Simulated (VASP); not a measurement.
# SiC (e600): single point with PBEsol

SiC (e600):

```xyz
2
Lattice="0.0103 2.1900 2.1702 2.1900 0.0103 2.1702 2.2002 2.2002 0.0000" Properties=species:S:1:pos:R:3 pbc="T T T"
Si    0.0000    0.0000    0.0020
C     1.1001    1.1001    1.0830
```

This cell differs from its parent crystal: strained cell.

| Quantity | Value |
| --- | --- |
| Program | VASP 6.6.1 |
| Task | single point |
| Functional | PBEsol |
| Potentials or basis | VASP PAW PBE potentials, release 64 (Si, C) |
| Cutoff | 600 eV |
| k mesh | 10 × 10 × 10 |
| Occupations | gaussian, width 0.02 eV |
| Spin | no spin polarisation |

| Property | Result |
| --- | --- |
| Pressure | -1.3 GPa |
| Band gap on the k mesh | 1.14 eV, indirect (least direct gap 4.36 eV) |

Stress tensor (GPa, compression positive):
```
-2.01 -2.24  0.00
-2.24 -2.01  0.00
 0.00  0.00  0.22
```

Levels at points of the mesh, in eV from the valence-band top:
| k point | band 1 | band 2 | band 3 | band 4 | band 5 | band 6 | band 7 | band 8 | band 9 |
| --- | --- | --- | --- | --- | --- | --- | --- | --- | --- |
| (0.00, 0.00, 0.00) | -15.42 | -0.10 | -0.01 | 0.00 | 6.06 | 7.07 | 7.17 | 7.27 | 14.25 |
| (0.50, 0.00, 0.00) | -11.80 | -8.59 | -1.19 | -1.06 | 5.20 | 6.93 | 7.15 | 9.83 | 15.91 |
| (0.50, 0.50, 0.00) | -10.33 | -7.78 | -3.38 | -3.22 | 1.14 | 4.04 | 13.81 | 13.83 | 14.66 |
| (0.00, 0.00, 0.50) | -11.87 | -8.62 | -1.10 | -1.03 | 5.34 | 7.09 | 7.15 | 9.86 | 15.85 |
| (0.50, 0.00, 0.50) | -10.40 | -7.89 | -3.21 | -3.20 | 1.23 | 4.19 | 13.70 | 14.00 | 14.53 |

It took 41 s on 1 thread of Intel Xeon 6975P-C, on a shared host, peak memory 0.18 GiB.

Caveat: the cell differs from its parent crystal (strained cell); the PAW data sets were made with another functional, which shifts forces and pressure a little. A k mesh can miss the band edges.
